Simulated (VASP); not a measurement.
CsCdCl3: single point with LDA

Crystal: CsCdCl3.

```xyz
5
Lattice="5.1220 0.0000 0.0000 0.0000 5.1220 0.0000 0.0000 0.0000 5.2780" Properties=species:S:1:pos:R:3 pbc="T T T"
Cs    0.0000    0.0000    0.0000
Cd    2.5610    2.5610    2.6390
Cl    0.0000    2.5610    2.6390
Cl    2.5610    0.0000    2.6390
Cl    2.5610    2.5610    0.0000
```

This cell differs from its parent crystal: strain -0.015 along x and y, +0.015 along z.

```json
{
  "Program": "VASP 6.6.1",
  "Task": "single point",
  "Functional": "LDA",
  "Potentials or basis": "VASP PAW LDA potentials, release 64 (Cs_sv, Cd, Cl)",
  "Cutoff": "520 eV",
  "k mesh": "6 × 6 × 6",
  "Occupations": "gaussian, width 0.05 eV",
  "Spin": "no spin polarisation",
  "Dipole correction": "no",
  "Further INCAR settings": "ALGO = Normal; EDIFF = 1e-06; NBANDS = 29"
}
```

The pressure is -1.1 GPa. The band gap on the k mesh is 1.50 eV (least direct gap 2.19 eV).

Stress tensor (GPa, compression positive):
```
-0.64  0.00  0.00
 0.00 -0.64  0.00
 0.00  0.00 -1.97
```

Levels at points of the mesh, in eV from the valence-band top:
| k point | band 19 | band 20 | band 21 | band 22 | band 23 | band 24 |
| --- | --- | --- | --- | --- | --- | --- |
| (0.00, 0.00, 0.00) | -0.69 | -0.68 | -0.68 | 1.50 | 5.50 | 5.71 |
| (0.50, 0.00, 0.00) | -1.06 | -0.97 | -0.97 | 4.39 | 6.89 | 7.21 |
| (0.50, 0.50, 0.00) | -1.08 | -0.38 | -0.01 | 6.26 | 7.04 | 7.04 |
| (0.00, 0.00, 0.50) | -0.98 | -0.96 | -0.96 | 4.07 | 6.80 | 6.97 |
| (0.50, 0.00, 0.50) | -1.20 | -0.42 | -0.11 | 6.03 | 6.84 | 7.15 |
| (0.50, 0.50, 0.50) | -0.36 | -0.13 | 0.00 | 5.46 | 5.63 | 5.63 |

Wall time 96 s on 1 thread of Intel(R) Xeon(R) Platinum 8488C (Sapphire Rapids), on a shared host, peak memory 0.29 GiB.

Caveat: the cell differs from its parent crystal (strain -0.015 along x and y, +0.015 along z); spin-orbit coupling is left out, which moves the levels of the heavy elements. A k mesh can miss the band edges.
